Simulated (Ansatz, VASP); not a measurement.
**Two plane-wave programs on HfB**

INCAR

```
SYSTEM = HfB
PREC     = Accurate       ! precision mode
ENCUT    = 520            ! plane-wave cutoff, eV
EDIFF    = 1E-7           ! SCF threshold, eV
ISMEAR   = 0              ! smearing method
SIGMA    = 0.15           ! smearing width, eV
LREAL    = .False.        ! projectors in reciprocal space
LASPH    = .True.         ! aspherical terms in the spheres
NELM     = 100            ! most SCF steps
ALGO     = Normal         ! electronic algorithm
ISIF     = 2              ! what is computed and relaxed
LWAVE    = .False.        ! write WAVECAR
LCHARG   = .False.        ! write CHGCAR
GGA      = PE             ! functional
NBANDS   = 14             ! bands
```

KPOINTS

```
Automatic mesh
0
Gamma
  18 18 18
  0 0 0
```

POSCAR

```
HfB
1.0
    0.0000000000      2.3100000000      2.3100000000
    2.3100000000      0.0000000000      2.3100000000
    2.3100000000      2.3100000000      0.0000000000
Hf B
1 1
Direct
    0.5000000000      0.5000000000      0.5000000000
   -0.0054112554     -0.0054112554      0.0054112554
```

Input for Ansatz:

```yaml
crystal:
  lattice:
    - [0.0, 2.31, 2.31]
    - [2.31, 0.0, 2.31]
    - [2.31, 2.31, 0.0]
  atoms:
    - { symbol: Hf, position: [0.5, 0.5, 0.5] }
    - { symbol: B, position: [-0.0054112554, -0.0054112554, 0.0054112554] }
basis:
  ecutwfc: 420
kpoints:
  mp_grid: { grid: [18, 18, 18] }
hamiltonian:
  xc: pbe
scf:
  occupations: { method: gaussian, width: 0.15 }
output:
  forces: true
  stress: true
  eigenvalues: true
```

Change from the starting cell: all B atoms moved +0.025 Å, as atom 2 towards its neighbour atom 1 (Hf) at 2.310 Å.

Alike in both runs: task single point; functional PBE; k mesh 18 × 18 × 18; occupations gaussian, width 0.15 eV; no spin polarisation.

|  | VASP | Ansatz |
| --- | --- | --- |
| version | VASP 6.6.1 | Ansatz 0.2.0 |
| potentials or method | VASP PAW PBE potentials, release 64 (Hf_pv, B), cutoff 520 eV | scalar-relativistic, plane waves, PAW |
| valence electrons in the cell | 13 | 29 |

```tsv
	VASP	Ansatz	Ansatz less VASP
gap on the k mesh at the Fermi level (eV)	none	none	-
rms of the force components (eV/Å)	0.165	0.165	+0.0004
```

Atom by atom the forces differ by 0.000 eV/Å (rms over components). A gap of «none» marks a metal or a gap that the smearing closes. VASP's potentials hold 13 valence electrons a cell and Ansatz's 29, so a difference there can come from the potentials and not from the codes.

Spin-orbit coupling is off throughout.
